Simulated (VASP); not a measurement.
# Al (Fm-3m) in VASP: single point with LDA

Aim: the single point of Al with LDA.

Program: VASP 6.6.1. These are calculated values, not measurements. Logs are shortened: lines on timing, memory, paths and dates and some standing lists are left out, and cuts for length are marked.

### Step 1. The cell of the first run

It takes space group Fm-3m (No. 225, cubic). Conventional cell: a = 3.984 Å, b = 3.984 Å, c = 3.984 Å, α = 90.00°, β = 90.00°, γ = 90.00°. Within 3.7 Å of Al (site symmetry m-3m) lie 12 Al at 2.82 Å.

### Step 2. Single point, LDA

INCAR

```
SYSTEM = Al
ALGO = Normal
EDIFF = 1E-6
ENCUT = 500
GGA = CA
GGA_COMPAT = .FALSE.
ISIF = 2
ISMEAR = 0
LASPH = .TRUE.
LCHARG = .FALSE.
LREAL = .FALSE.
LWAVE = .FALSE.
NBANDS = 8
NELM = 120
PREC = Accurate
SIGMA = 0.1
```

KPOINTS

```
k-points
0
G
  18 18 18
  0 0 0
```

POSCAR

```
Al
1.0
    0.0000000000      1.9917798377      1.9917798377
    1.9917798377      0.0000000000      1.9917798377
    1.9917798377      1.9917798377      0.0000000000
Al
1
Direct
    0.0000000000      0.0000000000      0.0000000000
```

Potentials or basis: VASP PAW LDA potentials, release 64 (Al).

Run with:

```sh
$ cat potpaw_LDA.64/Al/POTCAR > POTCAR
$ mpirun -np 1 vasp_std > vasp.out
```

OUTCAR:

```text
SYSTEM = Al
   EDIFF = 1E-6
   ENCUT = 500
   GGA = CA
   ISIF = 2
   ISMEAR = 0
   LASPH = .TRUE.
   LREAL = .FALSE.
   NELM = 120
   PREC = Accurate

 ion  position               nearest neighbor table
   1  0.000  0.000  0.000-

  LATTYP: Found a face centered cubic cell.
 ALAT       =     3.9835596754

  Lattice vectors:

 A1 = (   0.0000000000,   1.9917798377,   1.9917798377)
 A2 = (   1.9917798377,   0.0000000000,   1.9917798377)
 A3 = (   1.9917798377,   1.9917798377,   0.0000000000)

Analysis of symmetry for initial positions (statically):
=====================================================================
 Subroutine PRICEL returns:
 Original cell was already a primitive cell.

 Routine SETGRP: Setting up the symmetry group for a
 face centered cubic supercell.

 Subroutine GETGRP returns: Found 48 space group operations
 (whereof 48 operations were pure point group operations)
 out of a pool of 48 trial point group operations.

The static configuration has the point symmetry O_h .

Analysis of symmetry for dynamics (positions and initial velocities):
=====================================================================
 Subroutine PRICEL returns:
 Original cell was already a primitive cell.

 Routine SETGRP: Setting up the symmetry group for a
 face centered cubic supercell.

 Subroutine GETGRP returns: Found 48 space group operations
 (whereof 48 operations were pure point group operations)
 out of a pool of 48 trial point group operations.

The dynamic configuration has the point symmetry O_h .

 Subroutine INISYM returns: Found 48 space group operations
 (whereof 48 operations are pure point group operations),
 and found     1 'primitive' translations

----------------------------------------------------------------------------------------

                                     Primitive cell

  volume of cell :      15.8035

  direct lattice vectors                    reciprocal lattice vectors
     0.000000000  1.991779838  1.991779838    -0.251031761  0.251031761  0.251031761
     1.991779838  0.000000000  1.991779838     0.251031761 -0.251031761  0.251031761
     1.991779838  1.991779838  0.000000000     0.251031761  0.251031761 -0.251031761

  length of vectors
     2.816802060  2.816802060  2.816802060     0.434799764  0.434799764  0.434799764

  position of ions in fractional coordinates (direct lattice)
     0.000000000  0.000000000  0.000000000

  ion indices of the primitive-cell ions
   primitive index   ion index
                 1           1

----------------------------------------------------------------------------------------

 KPOINTS: k-points

Automatic generation of k-mesh.
 Grid dimensions read from file:
 generate k-points for:   18   18   18

 Generating k-lattice:

  Cartesian coordinates                     Fractional coordinates (reciprocal lattice)
    -0.013946209  0.013946209  0.013946209     0.055555556  0.000000000  0.000000000
     0.013946209 -0.013946209  0.013946209     0.000000000  0.055555556  0.000000000
     0.013946209  0.013946209 -0.013946209     0.000000000  0.000000000  0.055555556

  Length of vectors
     0.024155542  0.024155542  0.024155542

  Shift w.r.t. Gamma in fractional coordinates (k-lattice)
     0.000000000  0.000000000  0.000000000

 Subroutine IBZKPT returns following result:
 ===========================================

 Found    195 irreducible k-points:

 Following reciprocal coordinates:
            Coordinates               Weight
  0.000000  0.000000  0.000000      1.000000
  0.055556  0.000000  0.000000      8.000000
  0.111111  0.000000  0.000000      8.000000
  0.166667  0.000000  0.000000      8.000000
  0.222222  0.000000  0.000000      8.000000
  0.277778  0.000000  0.000000      8.000000
[... 16 lines left out ...]
 -0.277778  0.055556  0.000000     24.000000
 -0.222222  0.055556  0.000000     24.000000
 [... further k-points ...]
   k-points           NKPTS =    195   k-points in BZ     NKDIM =    195   number of bands    NBANDS=      8
   number of dos      NEDOS =    301   number of ions     NIONS =      1
   total plane-waves  NPLWV =  13824
   dimension x,y,z NGX =    24 NGY =   24 NGZ =   24
   dimension x,y,z NGXF=    48 NGYF=   48 NGZF=   48
   ions per type =               1
   NGX,Y,Z   is equivalent  to a cutoff of  14.16, 14.16, 14.16 a.u.
   NGXF,Y,Z  is equivalent  to a cutoff of  28.33, 28.33, 28.33 a.u.
 SYSTEM =  Al
   PREC   = accura    normal or accurate (medium, high low for compatibility)
   ISTART =      0    job   : 0-new  1-cont  2-samecut
   ICHARG =      2    charge: 1-file 2-atom 10-const
   ISPIN  =      1    spin polarized calculation?
   LNONCOLLINEAR =      F non collinear calculations
   LSORBIT =      F    spin-orbit coupling
   LASPH  =      T    aspherical Exc in radial PAW
   ENCUT  =  500.0 eV  36.75 Ry    6.06 a.u.   5.14  5.14  5.14*2*pi/ulx,y,z
   NELM   =    120;   NELMIN=  2; NELMDL= -5     # of ELM steps
   EDIFF  = 0.1E-05   stopping-criterion for ELM
   LREAL  =      F    real-space projection
[... 7 lines left out ...]
   TEBEG  =    0.0;   TEEND  =   0.0 temperature during run
   PSTRESS=    0.0 pullay stress
   NELECT =       3.0000    total number of electrons
   NUPDOWN=      -1.0000    fix difference up-down
   EMIN   =  10.00;   EMAX   =-10.00  energy-range for DOS
   EFERMI =   0.00;   METHOD = LEGACY
   ISMEAR =     0;   SIGMA  =   0.10  broadening in eV -4-tet -1-fermi 0-gaus
   EFERMI_NEDOS =   21; number of points for ismear=-14 and -15
   IALGO  =     38    algorithm
   IMIX   =      4    mixing-type and parameters
     AMIX     =   0.40;   BMIX     =  1.00
     AMIX_MAG =   1.60;   BMIX_MAG =  1.00
  volume/ion in A,a.u.               =      15.80       106.65
  Fermi-wavevector in a.u.,A,eV,Ry     =   0.940872  1.777990 12.044425  0.885240
  Thomas-Fermi vector in A             =   2.068327
   LORBIT       =      0    0 simple, 1 ext, 2 COOP (PROOUT), +10 PAW based schemes
   GGA     = CA    functional components
   LHFCALC =     F    Hartree Fock is set to
   AEXX    =    0.0000 exact exchange contribution
   IVDW    =     0    specifies the selected vdW correction
   LEPSILON=     F    determine dielectric tensor
   LRPA    =     F    only Hartree local field effects (RPA)
 non-spin polarized calculation
 Gauss-broadening in eV      SIGMA  =   0.10
  energy-cutoff  :      500.00
  volume of cell :       15.80
 maximum number of plane-waves:       412
 NGX is ok and might be reduce to    24
   NGX = 11   NGY = 11   NGZ = 11

 number of electron       3.0000000 magnetization

 Free energy of the ion-electron system (eV)
  ---------------------------------------------------
  ext. energy  EPLUGINS =         0.00000000
  ---------------------------------------------------
  free energy    TOTEN  =        -4.19015827 eV

  energy without entropy =       -4.18717028  energy(sigma->0) =       -4.18866428

 E-fermi :   8.2376     XC(G=0): -10.5042

 val. band max:        8.2194554226   @ k =  -0.2778   0.2778   0.0556
 cond. band min:       8.2445440791   @ k =  -0.4444   0.3333   0.1111
 fundamental gap:      0.0250886565
 Fermi energy:         8.2375984382

 k-point     1 :       0.0000    0.0000    0.0000
  band No.  band energies     occupation
      1      -3.1542      2.00000
      2      21.0527      0.00000
      3      21.0527      0.00000
      4      21.0527      0.00000
      5      22.7083      0.00000
      6      22.7083      0.00000
      7      22.7083      0.00000
      8      25.1751      0.00000

 k-point     2 :       0.0556    0.0000    0.0000
  band No.  band energies     occupation
      1      -3.0681      2.00000
      2      19.5498      0.00000
      3      20.7588      0.00000
      4      20.7588      0.00000
      5      23.1353      0.00000
      6      23.1353      0.00000
      7      23.2800      0.00000
      8      26.0522      0.00000

 k-point     3 :       0.1111    0.0000    0.0000
  band No.  band energies     occupation
      1      -2.8100      2.00000
      2      17.2979      0.00000
      3      20.2580      0.00000
      4      20.2580      0.00000
      5      23.3639      0.00000
      6      24.0043      0.00000
      7      24.0043      0.00000
      8      26.4605      0.00000

 k-point     4 :       0.1667    0.0000    0.0000
  band No.  band energies     occupation
      1      -2.3810      2.00000
      2      15.0213      0.00000
      3      19.8148      0.00000
      4      19.8148      0.00000
      5      23.2088      0.00000
      6      24.5956      0.00000
      7      24.5956      0.00000
      8      25.8307      0.00000

 k-point     5 :       0.2222    0.0000    0.0000
  band No.  band energies     occupation
      1      -1.7827      2.00000
      2      12.8185      0.00000
      3      19.4876      0.00000
      4      19.4876      0.00000
      5      23.0409      0.00000
      6      23.7930      0.00000
      7      23.7930      0.00000
      8      26.8010      0.00000
[... 177 lines left out ...]
 k-point    22 :      -0.3333    0.0556    0.0000
  band No.  band energies     occupation
      1       0.3326      2.00000
      2       8.1916      1.48436
      3      17.5461      0.00000
      4      20.4486      0.00000
      5      20.5253      0.00000
      6      21.9932      0.00000
      7      23.6281      0.00000
      8      26.5749      0.00000

 k-point    23 :      -0.2778    0.0556    0.0000
  band No.  band energies     occupation
      1      -0.6504      2.00000
      2      10.1160      0.00000
      3      17.5638      0.00000
      4      20.4853      0.00000
      5      21.3819      0.00000
      6      22.8735      0.00000
      7      23.5725      0.00000
      8      27.3797      0.00000

 k-point    24 :      -0.2222    0.0556    0.0000
  band No.  band energies     occupation
      1      -1.4704      2.00000
      2      12.1650      0.00000
      3      17.7278      0.00000
      4      20.6217      0.00000
      5      22.3911      0.00000
      6      23.5558      0.00000
      7      23.9371      0.00000
      8      26.1657      0.00000

 [... further k-points ...]

------------------------ aborting loop because EDIFF is reached ----------------------------------------

  FORCE on cell =-STRESS in cart. coord.  units (eV):
  Direction    XX          YY          ZZ          XY          YZ          ZX
  --------------------------------------------------------------------------------------
  -------------------------------------------------------------------------------------
  Total        0.0072404      0.0072404      0.0072404     -0.0000000      0.0000000     -0.0000000
  in kB        0.7340391      0.7340391      0.7340391     -0.0000000      0.0000000     -0.0000000
  external PRESSURE =       0.7340391 kB  Pullay stress =       0.0000000 kB

 VOLUME and BASIS-vectors are now :
 -----------------------------------------------------------------------------
  energy-cutoff  :      500.00
  volume of cell :       15.80
      direct lattice vectors                 reciprocal lattice vectors
     0.000000000  1.991779838  1.991779838    -0.251031761  0.251031761  0.251031761
     1.991779838  0.000000000  1.991779838     0.251031761 -0.251031761  0.251031761
     1.991779838  1.991779838  0.000000000     0.251031761  0.251031761 -0.251031761

 POSITION                                       TOTAL-FORCE (eV/Angst)
 -----------------------------------------------------------------------------------
      0.00000      0.00000      0.00000        -0.000000      0.000000     -0.000000
 -----------------------------------------------------------------------------------
    total drift:                               -0.000000      0.000000     -0.000000

  FREE ENERGIE OF THE ION-ELECTRON SYSTEM (eV)
  ---------------------------------------------------
  free  energy   TOTEN  =        -4.1901582745 eV

  energy  without entropy=       -4.1871702801  energy(sigma->0) =       -4.18866428
```

Wall time 14 s (1 thread of Intel Xeon Platinum 8488C (Sapphire Rapids), shared host); peak memory 0.13 GiB.

What came out:

```yaml
Free_energy: -4.1902 eV
Pressure: 0.1 GPa
Band_gap_on_the_k_mesh: zero (an odd number of electrons rules out a gap without spin polarisation)
```

Levels at points of the mesh, in eV from the Fermi level:
| k point | band 1 | band 2 | band 3 | band 4 |
| --- | --- | --- | --- | --- |
| (0.00, 0.00, 0.00) | -11.39 | 12.82 | 12.82 | 12.82 |
| (0.50, 0.00, 0.00) | -4.71 | -4.44 | 11.64 | 11.64 |
| (0.50, 0.50, 0.00) | -2.99 | -1.61 | 5.31 | 5.75 |
